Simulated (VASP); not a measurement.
# B (P1) in VASP: relaxation of cell and atoms with PBE

Aim: the relaxation of cell and atoms of B with PBE.

All numbers are computed with VASP 6.6.1; they aren't measurements. Logs are shortened: lines on timing, memory, paths and dates and some standing lists are left out, and cuts for length are marked.

## Step 1: The cell of the first run

The typed cell holds 4 atoms: a = 1.614 Å, b = 3.911 Å, c = 5.701 Å, α = 87.99°, β = 90.19°, γ = 89.31°.

## Step 2: Relaxation of cell and atoms, PBE

INCAR

```
PREC = Accurate ; ENCUT = 600
EDIFF = 1E-6 ; ISMEAR = 0
SIGMA = 0.2 ; LREAL = F
LASPH = T ; NELM = 100
ALGO = Normal ; ISIF = 3
LWAVE = F ; LCHARG = F
GGA = PE ; IBRION = 2
NSW = 80 ; EDIFFG = -0.025
```

KPOINTS

```
Automatic mesh
0
Gamma
  12 6 4
```

POSCAR

```
B
1.0
   -1.6135907177      0.0027507940     -0.0097480503
   -0.0235106772     -0.0683843920     -3.9100247125
    0.0097068176     -5.7003198924     -0.1000526089
B
4
Direct
    1.0537685814      0.3272724484      1.0010201560
    1.0636791187      0.3905449291      0.5074107271
    0.4820707516      0.6157946517      0.7415159320
    0.4004815482      0.6663879708      0.2500531848
```

Potentials or basis: VASP PAW PBE potentials, release 64 (B).

Command:

```
$ cat potpaw_PBE.64/B/POTCAR > POTCAR
$ mpirun -np 1 vasp_std > vasp.out
```

OUTCAR:

```text
PREC = Accurate
   ENCUT = 600
   EDIFF = 1E-6
   ISMEAR = 0
   LREAL = F
   LASPH = T
   NELM = 100
   ISIF = 3
   GGA = PE
   IBRION = 2
   NSW = 80
   EDIFFG = -0.025

 ion  position               nearest neighbor table
   1  0.054  0.327  0.001-   3 1.96   3 2.04   4 2.06
   2  0.064  0.391  0.507-   3 1.76   3 1.87   4 1.88   4 2.08
   3  0.482  0.616  0.742-   2 1.76   2 1.87   1 1.96   1 2.04
   4  0.400  0.666  0.250-   2 1.88   1 2.06   2 2.08

  LATTYP: Found a triclinic cell.
 ALAT       =     3.9106933438
 B/A-ratio  =     1.7965065179
 C/A-ratio  =     0.4126180105
 COS(alpha) =     0.0040131540
 COS(beta)  =     0.0120220309
 COS(gamma) =     0.5850542806

  Lattice vectors:

 A1 = (  -0.0235106772,  -0.0683843920,  -3.9100247125)
 A2 = (  -0.0138038596,  -5.7687042844,  -4.0100773214)
 A3 = (  -1.6135907177,   0.0027507940,  -0.0097480503)

Analysis of symmetry for initial positions (statically):
=====================================================================
 Subroutine PRICEL returns:
 Original cell was already a primitive cell.

 Routine SETGRP: Setting up the symmetry group for a
 triclinic supercell.

 Subroutine GETGRP returns: Found  1 space group operations
 (whereof  1 operations were pure point group operations)
 out of a pool of  2 trial point group operations.

The static configuration has the point symmetry C_1 .

Analysis of symmetry for dynamics (positions and initial velocities):
=====================================================================
 Subroutine PRICEL returns:
 Original cell was already a primitive cell.

 Routine SETGRP: Setting up the symmetry group for a
 triclinic supercell.

 Subroutine GETGRP returns: Found  1 space group operations
 (whereof  1 operations were pure point group operations)
 out of a pool of  2 trial point group operations.

The dynamic configuration has the point symmetry C_1 .

 Subroutine INISYM returns: Found  1 space group operations
 (whereof  1 operations are pure point group operations),
 and found     1 'primitive' translations

----------------------------------------------------------------------------------------

                                     Primitive cell

  volume of cell :      35.9519

  direct lattice vectors                    reciprocal lattice vectors
    -1.613590718  0.002750794 -0.009748050    -0.619760383 -0.001121115  0.003746179
    -0.023510677 -0.068384392 -3.910024712     0.001553249  0.004493189 -0.255840782
[... 123 lines left out ...]
  energy-cutoff  :      600.00
  volume of cell :       35.95
 maximum number of plane-waves:      1218
 NGX is ok and might be reduce to    14
   NGX =  7   NGY = 15   NGZ = 23

--------------------------------------- Ionic step        1  -------------------------------------------

 number of electron      12.0000000 magnetization

 Free energy of the ion-electron system (eV)
  ---------------------------------------------------
  ext. energy  EPLUGINS =         0.00000000
  ---------------------------------------------------
  free energy    TOTEN  =       -24.31796636 eV

  energy without entropy =      -24.29643586  energy(sigma->0) =      -24.30720111

------------------------ aborting loop because EDIFF is reached ----------------------------------------

  FORCE on cell =-STRESS in cart. coord.  units (eV):
  Direction    XX          YY          ZZ          XY          YZ          ZX
  --------------------------------------------------------------------------------------
  -------------------------------------------------------------------------------------
  Total       -0.4230655      1.4746940     -1.4966333      0.0108999      0.1055509      2.3904227
  in kB      -18.8536997     65.7189940    -66.6967078      0.4857465      4.7038224    106.5279827
  external PRESSURE =      -6.6104712 kB  Pullay stress =       0.0000000 kB
[... 95 lines left out ...]
  FREE ENERGIE OF THE ION-ELECTRON SYSTEM (eV)
  ---------------------------------------------------
  free  energy   TOTEN  =       -24.7088041723 eV

  energy  without entropy=      -24.6887757936  energy(sigma->0) =      -24.69878998

[... ionic steps 4 to 16 ...]

--------------------------------------- Ionic step       17  -------------------------------------------

 number of electron      12.0000000 magnetization

------------------------ aborting loop because EDIFF is reached ----------------------------------------
[... 71 lines left out ...]
--------------------------------------- Ionic step       19  -------------------------------------------

 number of electron      12.0000000 magnetization

 Free energy of the ion-electron system (eV)
  ---------------------------------------------------
  ext. energy  EPLUGINS =         0.00000000
  ---------------------------------------------------
  free energy    TOTEN  =       -24.94883779 eV

  energy without entropy =      -24.94064233  energy(sigma->0) =      -24.94474006

 E-fermi :   4.3743     XC(G=0): -10.3716

 val. band max:        4.3375293617   @ k =   0.1667   0.1667   0.5000
 cond. band min:       4.4060787784   @ k =   0.1667   0.1667   0.0000
 fundamental gap:      0.0685494168
 Fermi energy:         4.3743387895

 k-point     1 :       0.0000    0.0000    0.0000
  band No.  band energies     occupation
      1     -11.7082      2.00000
      2      -8.3064      2.00000
      3      -8.2957      2.00000
      4      -1.3530      2.00000
      5      -0.8905      2.00000
      6       1.3517      2.00000
      7       1.4408      2.00000
      8       2.1528      2.00000
      9       7.5330      0.00000
     10       9.6815      0.00000
[... 287 lines left out ...]
 k-point    24 :       0.3333    0.3333    0.0000
  band No.  band energies     occupation
      1      -7.2974      2.00000
      2      -4.1175      2.00000
      3      -4.1067      2.00000
      4       0.6287      2.00000
      5       5.0414      0.00000
      6       5.5463      0.00000
      7       5.6116      0.00000
      8       6.5359      0.00000
      9      10.2872      0.00000
     10      12.7276      0.00000

 [... further k-points ...]

------------------------ aborting loop because EDIFF is reached ----------------------------------------

  FORCE on cell =-STRESS in cart. coord.  units (eV):
  Direction    XX          YY          ZZ          XY          YZ          ZX
  --------------------------------------------------------------------------------------
  -------------------------------------------------------------------------------------
  Total        0.0044932     -0.0012881      0.0098975      0.0097791     -0.0059498     -0.0228666
  in kB        0.1997990     -0.0572801      0.4401103      0.4348495     -0.2645691     -1.0168108
  external PRESSURE =       0.1942097 kB  Pullay stress =       0.0000000 kB
[... 19 lines left out ...]
  FREE ENERGIE OF THE ION-ELECTRON SYSTEM (eV)
  ---------------------------------------------------
  free  energy   TOTEN  =       -24.9488377864 eV

  energy  without entropy=      -24.9406423304  energy(sigma->0) =      -24.94474006

 reached required accuracy - stopping structural energy minimisation
```

OSZICAR:

```text
N       E                     dE             d eps       ncg     rms          rms(c)
DAV:   1     0.250604102094E+02    0.25060E+02   -0.62978E+03  2960   0.119E+03
DAV:   2    -0.240814922534E+02   -0.49142E+02   -0.47061E+02  4064   0.188E+02
[... 137 lines left out ...]
  18 F= -.24948753E+02 E0= -.24944705E+02  d E =-.450215E-03
       N       E                     dE             d eps       ncg     rms          rms(c)
DAV:   1    -0.249488688154E+02   -0.11645E-03   -0.42578E-03  3012   0.590E-01    0.216E-02
DAV:   2    -0.249488465598E+02    0.22256E-04   -0.80230E-05  4010   0.766E-02    0.115E-02
DAV:   3    -0.249488377590E+02    0.88008E-05   -0.31918E-05  3502   0.366E-02    0.188E-03
DAV:   4    -0.249488377864E+02   -0.27365E-07   -0.11164E-06  2648   0.913E-03
  19 F= -.24948838E+02 E0= -.24944740E+02  d E =-.852521E-04
```

CONTCAR:

```text
B
   1.00000000000000
    -1.6282953464849610    0.0010684270643227   -0.0597111218607659
    -0.1468541036183552   -0.0219814993765742   -3.8807070121272802
    -0.0022899620651179   -5.7100831136740773   -0.0255531037509069
  B
     4
Direct
     0.0191668095627587    0.3918860977612004    0.0008512034604370
     0.0190634864500177    0.3923179179885062    0.5007861418472951
     0.4809203728813400    0.6077767374041789    0.7492754871520566
     0.4808493310058816    0.6080192468461214    0.2490871674402167

  0.00000000E+00  0.00000000E+00  0.00000000E+00
  0.00000000E+00  0.00000000E+00  0.00000000E+00
  0.00000000E+00  0.00000000E+00  0.00000000E+00
  0.00000000E+00  0.00000000E+00  0.00000000E+00
```

Run time: 6 min. Hardware: 1 thread of Intel Xeon Platinum 8488C (Sapphire Rapids), shared host; peak memory 0.19 GiB.

What came out:

```yaml
Free_energy: -24.9488 eV
Relaxed_volume: 9.01 Å³/atom
Relaxed_cell: a = 1.629 Å, b = 3.884 Å, c = 5.710 Å, α = 89.42°, β = 90.01°, γ = 85.73°
Space_group_after_relaxing_to_0.05_Å: P-1 (No. 2)
Energy_gained_by_relaxing: 157.7 meV/atom
Ionic_steps: 19
Pressure_after_relaxing: 0.0 GPa
Largest_force_after_relaxing: 0.012 eV/Å
Band_gap_on_the_k_mesh: zero (band 6 reaches 9.53 eV, above the bottom of band 7 at 0.01 eV)
```

Forces on the atoms (eV/Å):
```
B    0.000  0.009  0.002
B   -0.001  0.007  0.004
B    0.001 -0.004 -0.004
B    0.000 -0.012 -0.002
```

Step by step:
```csv
step,energy change (eV),largest force (eV/Å),pressure (GPa),volume (Å³)
1,0.0000,1.6607,-0.66,35.95
2,-0.3777,0.9900,-0.91,35.72
3,-0.3908,0.9036,-0.63,35.66
4,-0.5336,0.6854,-4.92,35.39
5,-0.5395,0.6645,-5.48,35.33
6,-0.5807,0.4826,5.23,33.90
7,-0.5954,0.3935,1.38,34.37
8,-0.6097,0.1451,0.84,34.65
9,-0.6111,0.2238,0.64,34.77
10,-0.6169,0.1989,-0.01,35.01
11,-0.6206,0.2279,-1.04,35.41
12,-0.6240,0.2022,-0.09,35.44
13,-0.6251,0.1876,0.82,35.48
14,-0.6277,0.1368,0.58,35.61
15,-0.6302,0.0840,-0.09,36.01
16,-0.6303,0.0732,0.02,35.94
17,-0.6307,0.0389,0.02,35.98
18,-0.6308,0.0266,0.03,36.01
19,-0.6309,0.0124,0.02,36.03
```

Final structure:
```yaml
crystal:
  lattice:
    - [-1.62830, 0.00107, -0.05971]
    - [-0.14685, -0.02198, -3.88071]
    - [-0.00229, -5.71008, -0.02555]
  atoms:
    - { symbol: B, position: [0.01917, 0.39189, 0.00085] }
    - { symbol: B, position: [0.01906, 0.39232, 0.50079] }
    - { symbol: B, position: [0.48092, 0.60778, 0.74928] }
    - { symbol: B, position: [0.48085, 0.60802, 0.24909] }
```
